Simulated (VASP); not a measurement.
Here is a VASP 6.6.1 calculation.

The input INCAR:

```
PREC = Accurate
ENCUT = 520
EDIFF = 1E-6
ISMEAR = 0
SIGMA = 0.1
LREAL = False
LASPH = True
NELM = 100
ALGO = Normal
ISIF = 2
LWAVE = False
LCHARG = True
LDIPOL = True
IDIPOL = 3
DIPOL = 0.5 0.5 0.319
GGA = PE
IVDW = 12
LELF = True
LVHAR = True
LVACPOTAV = True
NBANDS = 34
```

The input KPOINTS:

```
regular mesh
0
Gamma
  6 6 1
```

Contents of POSCAR:

```
Hf5H
1.0
    4.9564149667      0.0000000000      0.0000000000
   -2.4782074834      4.2923812729      0.0000000000
    0.0000000000      0.0000000000     21.1328376004
Hf H
5 1
Direct
    0.6666666667      0.3333333333      0.1892788879
    0.3333333333      0.6666666667      0.2371533849
    0.0000000000      0.0000000000      0.2763383880
    0.6666666667      0.3333333333      0.3164267596
    0.3333333333      0.6666666667      0.3706476976
    0.4444444444      0.8888888889      0.5268027802
```

Potentials or basis: VASP PAW PBE potentials, release 64 (Hf_pv, H).

Command:

```sh
$ cat potpaw_PBE.64/Hf_pv/POTCAR potpaw_PBE.64/H/POTCAR > POTCAR
$ mpirun -np 1 vasp_std > vasp.out
```

(1) Predict the dispersion energy per atom.

(2) Predict the largest force.

## Answers

(1) -0.200 eV.

(2) 1.033 eV/Å.
